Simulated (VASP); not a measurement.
# Nb3N (Im-3m) in VASP: single point with PBE

Aim: the single point of Nb3N with PBE.

Program: VASP 6.6.1. These are calculated values, not measurements. Logs are shortened: lines on timing, memory, paths and dates and some standing lists are left out, and cuts for length are marked.

### 1 The cell of the first run

The structure is cubic, space group Im-3m (No. 229). The conventional cell has a = 4.924 Å, b = 4.924 Å, c = 4.924 Å, α = 90.00°, β = 90.00°, γ = 90.00°. Within 3.3 Å of Nb (site symmetry 4/mmm) lie 4 Nb at 2.46 Å and 2 N at 2.46 Å. Within 3.3 Å of N (site symmetry m-3m) lie 6 Nb at 2.46 Å.

### 2 Single point, PBE

Input file INCAR:

```
SYSTEM = Nb3N
ALGO = Normal ; EDIFF = 1E-7
ENCUT = 520 ; GGA = PE
ISIF = 2 ; ISMEAR = 0
LASPH = .TRUE. ; LCHARG = .FALSE.
LREAL = .FALSE. ; LWAVE = .FALSE.
NBANDS = 30 ; NELM = 60
PREC = Accurate ; SIGMA = 0.1
```

Input file KPOINTS:

```
k-points
0
G
  6 6 6
  0 0 0
```

Input file POSCAR:

```
Nb3N
1.0
   -2.4618080600      2.4618080600      2.4618080600
    2.4618080600     -2.4618080600      2.4618080600
    2.4618080600      2.4618080600     -2.4618080600
Nb N
3 1
Direct
    0.0000000000      0.5000000000      0.5000000000
    0.5000000000      0.0000000000      0.5000000000
    0.5000000000      0.5000000000      0.0000000000
    0.0000000000      0.0000000000      0.0000000000
```

Potentials or basis: VASP PAW PBE potentials, release 64 (Nb_sv, N).

Run with:

```console
$ cat potpaw_PBE.64/Nb_sv/POTCAR potpaw_PBE.64/N/POTCAR > POTCAR
$ mpirun -np 1 vasp_std > vasp.out
```

OUTCAR:

```text
SYSTEM = Nb3N
   EDIFF = 1E-7
   ENCUT = 520
   GGA = PE
   ISIF = 2
   ISMEAR = 0
   LASPH = .TRUE.
   LREAL = .FALSE.
   NELM = 60
   PREC = Accurate

 ion  position               nearest neighbor table
   1  0.000  0.500  0.500-   2 2.46   3 2.46   3 2.46   2 2.46
   2  0.500  0.000  0.500-   1 2.46   3 2.46   3 2.46   1 2.46
   3  0.500  0.500  0.000-   1 2.46   2 2.46   2 2.46   1 2.46
   4  0.000  0.000  0.000-

  LATTYP: Found a body centered cubic cell.
 ALAT       =     4.9236161200

  Lattice vectors:

 A1 = (  -2.4618080600,   2.4618080600,   2.4618080600)
 A2 = (   2.4618080600,  -2.4618080600,   2.4618080600)
 A3 = (   2.4618080600,   2.4618080600,  -2.4618080600)

Analysis of symmetry for initial positions (statically):
=====================================================================
 Subroutine PRICEL returns:
 Original cell was already a primitive cell.

 Routine SETGRP: Setting up the symmetry group for a
 body centered cubic supercell.

 Subroutine GETGRP returns: Found 48 space group operations
 (whereof 48 operations were pure point group operations)
 out of a pool of 48 trial point group operations.

The static configuration has the point symmetry O_h .

Analysis of symmetry for dynamics (positions and initial velocities):
=====================================================================
 Subroutine PRICEL returns:
 Original cell was already a primitive cell.

 Routine SETGRP: Setting up the symmetry group for a
 body centered cubic supercell.

 Subroutine GETGRP returns: Found 48 space group operations
 (whereof 48 operations were pure point group operations)
 out of a pool of 48 trial point group operations.

The dynamic configuration has the point symmetry O_h .

 Subroutine INISYM returns: Found 48 space group operations
 (whereof 48 operations are pure point group operations),
 and found     1 'primitive' translations

----------------------------------------------------------------------------------------

                                     Primitive cell

  volume of cell :      59.6791

[... 76 lines left out ...]
   ICHARG =      2    charge: 1-file 2-atom 10-const
   ISPIN  =      1    spin polarized calculation?
   LNONCOLLINEAR =      F non collinear calculations
   LSORBIT =      F    spin-orbit coupling
   LASPH  =      T    aspherical Exc in radial PAW
   ENCUT  =  520.0 eV  38.22 Ry    6.18 a.u.   7.93  7.93  7.93*2*pi/ulx,y,z
   NELM   =     60;   NELMIN=  2; NELMDL= -5     # of ELM steps
   EDIFF  = 0.1E-06   stopping-criterion for ELM
   LREAL  =      F    real-space projection
   EDIFFG = 0.1E-05   stopping-criterion for IOM
   NSW    =      0    number of steps for IOM
   IBRION =     -1    ionic relax: 0-MD 1-quasi-New 2-CG
   NFREE  =      0    steps in history (QN), initial steepest desc. (CG)
   ISIF   =      2    stress and relaxation
   ISYM   =      2    0-nonsym 1-usesym 2-fastsym
   POTIM  = 0.5000    time-step for ionic-motion
   TEBEG  =    0.0;   TEEND  =   0.0 temperature during run
   PSTRESS=    0.0 pullay stress
   NELECT =      44.0000    total number of electrons
   NUPDOWN=      -1.0000    fix difference up-down
   EMIN   =  10.00;   EMAX   =-10.00  energy-range for DOS
   EFERMI =   0.00;   METHOD = LEGACY
   ISMEAR =     0;   SIGMA  =   0.10  broadening in eV -4-tet -1-fermi 0-gaus
   EFERMI_NEDOS =   21; number of points for ismear=-14 and -15
   IALGO  =     38    algorithm
   IMIX   =      4    mixing-type and parameters
     AMIX     =   0.40;   BMIX     =  1.00
     AMIX_MAG =   1.60;   BMIX_MAG =  1.00
  volume/ion in A,a.u.               =      14.92       100.68
  Fermi-wavevector in a.u.,A,eV,Ry     =   1.478943  2.794798 29.759661  2.187273
  Thomas-Fermi vector in A             =   2.593162
   LORBIT       =      0    0 simple, 1 ext, 2 COOP (PROOUT), +10 PAW based schemes
   GGA     = PE    functional components
   LHFCALC =     F    Hartree Fock is set to
   AEXX    =    0.0000 exact exchange contribution
   IVDW    =     0    specifies the selected vdW correction
   LEPSILON=     F    determine dielectric tensor
   LRPA    =     F    only Hartree local field effects (RPA)
 non-spin polarized calculation
 Gauss-broadening in eV      SIGMA  =   0.10
  energy-cutoff  :      520.00
  volume of cell :       59.68
 maximum number of plane-waves:      1638
   NGX = 15   NGY = 15   NGZ = 15

 number of electron      43.9999996 magnetization

 Free energy of the ion-electron system (eV)
  ---------------------------------------------------
  ext. energy  EPLUGINS =         0.00000000
  ---------------------------------------------------
  free energy    TOTEN  =       -35.40282742 eV

  energy without entropy =      -35.39692798  energy(sigma->0) =      -35.39987770

 E-fermi :  11.3515     XC(G=0): -12.4751

 val. band max:       11.2847841225   @ k =   0.5000   0.0000   0.0000
 cond. band min:      11.3654054077   @ k =   0.3333   0.3333   0.0000
 fundamental gap:      0.0806212851
 Fermi energy:        11.3515038513

 k-point     1 :       0.0000    0.0000    0.0000
  band No.  band energies     occupation
      1     -43.9194      2.00000
      2     -43.1506      2.00000
      3     -43.1506      2.00000
      4     -21.0607      2.00000
      5     -21.0607      2.00000
      6     -21.0607      2.00000
[... 517 lines left out ...]
     29      16.0675      0.00000
     30      16.0675      0.00000

------------------------ aborting loop because EDIFF is reached ----------------------------------------

  FORCE on cell =-STRESS in cart. coord.  units (eV):
  Direction    XX          YY          ZZ          XY          YZ          ZX
  --------------------------------------------------------------------------------------
  -------------------------------------------------------------------------------------
  Total        3.5165644      3.5165644      3.5165644      0.0000000      0.0000000      0.0000000
  in kB       94.4075215     94.4075215     94.4075215      0.0000000      0.0000000      0.0000000
  external PRESSURE =      94.4075215 kB  Pullay stress =       0.0000000 kB

 VOLUME and BASIS-vectors are now :
 -----------------------------------------------------------------------------
  energy-cutoff  :      520.00
  volume of cell :       59.68
      direct lattice vectors                 reciprocal lattice vectors
    -2.461808060  2.461808060  2.461808060     0.000000000  0.203102755  0.203102755
     2.461808060 -2.461808060  2.461808060     0.203102755  0.000000000  0.203102755
     2.461808060  2.461808060 -2.461808060     0.203102755  0.203102755  0.000000000

 POSITION                                       TOTAL-FORCE (eV/Angst)
 -----------------------------------------------------------------------------------
      2.46181      0.00000      0.00000        -0.000000      0.000000      0.000000
      0.00000      2.46181      0.00000         0.000000      0.000000      0.000000
      0.00000      0.00000      2.46181        -0.000000     -0.000000     -0.000000
      0.00000      0.00000      0.00000         0.000000      0.000000     -0.000000
 -----------------------------------------------------------------------------------
    total drift:                               -0.000000     -0.000000      0.000000

  FREE ENERGIE OF THE ION-ELECTRON SYSTEM (eV)
  ---------------------------------------------------
  free  energy   TOTEN  =       -35.4028274235 eV

  energy  without entropy=      -35.3969279763  energy(sigma->0) =      -35.39987770
```

Wall time 16 s (1 thread of Intel Xeon Platinum 8559C (Emerald Rapids), shared host); peak memory 0.18 GiB.

Results:

| Quantity | Value |
| --- | --- |
| Free energy | -35.4028 eV |
| Pressure | 9.4 GPa |
| Band gap on the k mesh | 0.08 eV, indirect (least direct gap 0.31 eV) |

Levels at points of the mesh, in eV from the valence-band top:
```
           k point  band 19  band 20  band 21  band 22  band 23  band 24  band 25  band 26
(0.00, 0.00, 0.00)    -3.46    -2.15    -2.15    -2.15     2.34     3.13     3.13     3.13
(0.50, 0.00, 0.00)    -1.22    -0.97    -0.32     0.00     0.44     0.65     0.86     1.23
(0.50, 0.50, 0.50)    -2.90    -2.86    -2.86    -2.86     2.12     2.12     2.12     2.94
```
